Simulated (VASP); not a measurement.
Input of a VASP 6.6.1 run:

INCAR

```
SYSTEM = CdO
PREC     = Accurate       ! precision mode
ENCUT    = 700            ! plane-wave cutoff, eV
EDIFF    = 1E-6           ! SCF threshold, eV
ISMEAR   = -1             ! smearing method
SIGMA    = 0.05           ! smearing width, eV
LREAL    = .FALSE.        ! projectors in reciprocal space
LASPH    = .TRUE.         ! aspherical terms in the spheres
NELM     = 120            ! most SCF steps
ALGO     = Normal         ! electronic algorithm
ISIF     = 2              ! what is computed and relaxed
LWAVE    = .FALSE.        ! write WAVECAR
LCHARG   = .FALSE.        ! write CHGCAR
GGA      = B5             ! functional
ALDAX    = 1.0          
AGGAX    = 1.0          
AGGAC    = 1.0          
ALDAC    = 0.0          
IVDW     = 12             ! dispersion correction
VDW_S6   = 1.0          
VDW_S8   = 2.6996       
VDW_A1   = 0.4298       
VDW_A2   = 4.2359       
NBANDS   = 20             ! bands
GGA_COMPAT= .FALSE.
```

File KPOINTS:

```
regular mesh
0
G
  10 10 10
  0 0 0
```

The input POSCAR:

```
CdO
1.0
    0.0000000000      2.3015375624      2.3015375624
    2.3015375624      0.0000000000      2.3015375624
    2.3015375624      2.3015375624      0.0000000000
Cd O
1 1
Direct
    0.0000000000      0.0000000000      0.0000000000
    0.5000000000      0.5000000000      0.5000000000
```

Potentials or basis: VASP PAW PBE potentials, release 64 (Cd_sv_GW, O).

The run is started by

```console
$ cat potpaw_PBE.64/Cd_sv_GW/POTCAR potpaw_PBE.64/O/POTCAR > POTCAR
$ mpirun -np 1 vasp_std > vasp.out
```

Q: Predict the band gap on the k mesh.

A: Zero (bands 13 and 14 overlap by 0.12 eV).

Q: What does it give for the pressure?

A: 14.7 GPa.

Q: What does it give for the dispersion energy per atom?

A: -0.689 eV.

Caveat: the cell stands under pressure; semilocal functionals underestimate gaps, and a narrow one can read as zero; the PAW data sets were made with another functional, which shifts forces and pressure a little.
